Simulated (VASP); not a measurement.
Si, 2 atoms in the cell. The structure is orthorhombic, space group Fmmm (No. 69). The conventional cell has a = 2.661 Å, b = 4.588 Å, c = 9.726 Å, α = 90.00°, β = 90.00°, γ = 90.00°. Within 3.3 Å of Si (site symmetry mm2) lie 11 Si at 2.51 to 3.29 Å. 

| Item | Value |
| --- | --- |
| Program | VASP 6.6.1 |
| Task | single point |
| Functional | PBE |
| Potentials or basis | VASP PAW PBE potentials, release 64 (Si) |
| Cutoff | 520 eV |
| k mesh | 24 × 24 × 24 |
| Occupations | gaussian, width 0.1 eV |
| Spin | no spin polarisation |
| Dipole correction | no |
| Further INCAR settings | ALGO = Normal; EDIFF = 1e-06; NBANDS = 11 |

Potentials or basis: VASP PAW PBE potentials, release 64 (Si).

The run is started by

```console
$ cat potpaw_PBE.64/Si/POTCAR > POTCAR
$ mpirun -np 1 vasp_std > vasp.out
```

Hardware: 1 thread of Intel Xeon 8259CL, on a shared host.

Problem. Estimate the wall time of this run.

Solution. Run time: 7.2 min on 1 thread of Intel Xeon 8259CL (shared host), peak memory 0.59 GiB. Counts: scf iterations 10, k points 1963.
